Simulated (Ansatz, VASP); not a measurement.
**One calculation of Ta3GaC3, two programs**

INCAR

```
PREC = Accurate ; ENCUT = 600
EDIFF = 1E-7 ; ISMEAR = 0
SIGMA = 0.1 ; LREAL = False
LASPH = True ; NELM = 80
ALGO = Normal ; ISIF = 3
LWAVE = False ; LCHARG = False
GGA = PE ; IBRION = 2
NSW = 90 ; EDIFFG = -0.04
```

File KPOINTS:

```
Automatic mesh
0
Gamma
  4 4 4
```

POSCAR

```
Ta3GaC3
1.0
    4.9855749500      0.0000000000      0.0000000000
    0.0000000000      4.9855749500      0.0000000000
    0.0000000000      0.0000000000      4.9855749500
Ta Ga C
3 1 3
Direct
    0.0000000000      0.5000000000      0.5000000000
    0.5000000000      0.0000000000      0.5000000000
    0.5000000000      0.5000000000      0.0000000000
    0.0000000000      0.0000000000      0.0000000000
    0.5000000000      0.0000000000      0.0000000000
    0.0000000000      0.5000000000      0.0000000000
    0.0000000000      0.0000000000      0.5000000000
```

Input for Ansatz:

```yaml
crystal:
  lattice:
    - [4.98557495, 0.0, 0.0]
    - [0.0, 4.98557495, 0.0]
    - [0.0, 0.0, 4.98557495]
  atoms:
    - { symbol: Ta, position: [0.0, 0.5, 0.5] }
    - { symbol: Ta, position: [0.5, 0.0, 0.5] }
    - { symbol: Ta, position: [0.5, 0.5, 0.0] }
    - { symbol: Ga, position: [0.0, 0.0, 0.0] }
    - { symbol: C, position: [0.5, 0.0, 0.0] }
    - { symbol: C, position: [0.0, 0.5, 0.0] }
    - { symbol: C, position: [0.0, 0.0, 0.5] }
basis:
  ecutwfc: 420
kpoints:
  mp_grid: { grid: [4, 4, 4] }
hamiltonian:
  xc: pbe
scf:
  occupations: { method: gaussian, width: 0.1 }
  lower_state_search: "off"
output:
  forces: true
  stress: true
  eigenvalues: true
relax:
  adjacent_minimum: "off"
  f_tol: 0.04
  max_steps: 70
  cell: { stress_tol: 0.4 }
```

Alike in both runs: task relaxation of cell and atoms; functional PBE; k mesh 4 × 4 × 4; occupations gaussian, width 0.1 eV; no spin polarisation.

|  | VASP | Ansatz |
| --- | --- | --- |
| version | VASP 6.6.1 | Ansatz 0.2.0 |
| potentials or method | VASP PAW PBE potentials, release 64 (Ta_pv, Ga_d, C), cutoff 600 eV | scalar-relativistic, plane waves, PAW |
| valence electrons in the cell | 58 | 64 |

|  | VASP | Ansatz | Ansatz less VASP |
| --- | --- | --- | --- |
| gap on the k mesh at the Fermi level, each at its own relaxed structure (eV) | none | none | - |
| relaxed volume (Å³/atom) | 12.48 | 12.46 | -0.012 |
| relaxed cell length with the largest relative difference (Å) | 4.437 | 4.435 | -0.0014 |

A gap of «none» marks a metal or a gap that the smearing closes. VASP's potentials hold 58 valence electrons a cell and Ansatz's 64, so a difference there can come from the potentials and not from the codes.

Spin-orbit coupling is off throughout. Noted on VASP's run: the volume moved by over 15 % at a fixed basis, so the end points are rough.
